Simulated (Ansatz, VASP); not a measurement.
# Hf: VASP beside Ansatz

Contents of INCAR:

```
ALGO = Normal
EDIFF = 1E-6
ENCUT = 500
GGA = PS
GGA_COMPAT = False
ISIF = 2
ISMEAR = -1
LASPH = True
LCHARG = False
LREAL = False
LWAVE = False
NBANDS = 17
NELM = 120
PREC = Accurate
SIGMA = 0.08
```

KPOINTS

```
k-points
0
Gamma
  15 15 9
```

POSCAR

```
Hf
1.0
    2.5913125936      0.0000000000      0.0000000000
   -1.2956562968      2.2441425352      0.0000000000
    0.0000000000      0.0000000000      4.4582516400
Hf
2
Direct
    0.3333333333      0.6666666667      0.2500000000
    0.6666666667      0.3333333333      0.7500000000
```

Input for Ansatz:

```yaml
crystal:
  lattice:
    - [2.5913125936, 0.0, 0.0]
    - [-1.2956562968, 2.2441425352, 0.0]
    - [0.0, 0.0, 4.45825164]
  atoms:
    - { symbol: Hf, position: [0.3333333333, 0.6666666667, 0.25] }
    - { symbol: Hf, position: [0.6666666667, 0.3333333333, 0.75] }
kpoints:
  mp_grid: { grid: [15, 15, 9] }
scf:
  occupations: { method: fermi_dirac, width: 0.08 }
hamiltonian:
  xc: pbesol
  pseudopotentials: { kind: all_electron, lapw: { basis_error: 0.001 } }
output:
  forces: true
  stress: true
  eigenvalues: true
  populations: true
```

Change from the starting cell: volume scaled by 0.6, LAPW.

Alike in both runs: task single point; functional PBEsol; k mesh 15 × 15 × 9; occupations fermi-dirac, width 0.08 eV; no spin polarisation.

|  | VASP | Ansatz |
| --- | --- | --- |
| version | VASP 6.6.1 | Ansatz 0.2.0 |
| potentials or method | VASP PAW PBE potentials, release 64 (Hf_pv), cutoff 500 eV | all-electron LAPW, scalar-relativistic |

```csv
,VASP,Ansatz,Ansatz less VASP
pressure (GPa),133.1,134.9,+1.87
"traceless stress, the component that is largest in VASP (GPa)",-0.54,0.08,+0.624
```

VASP's potentials were made for PBE, not for PBEsol. Both programs put the cell under a high pressure, so it lies far from rest at this level. Ansatz ran all-electron here, and VASP with PAW potentials.

Spin-orbit coupling is off throughout. Noted on VASP's run: the cell as given lies far from equilibrium.
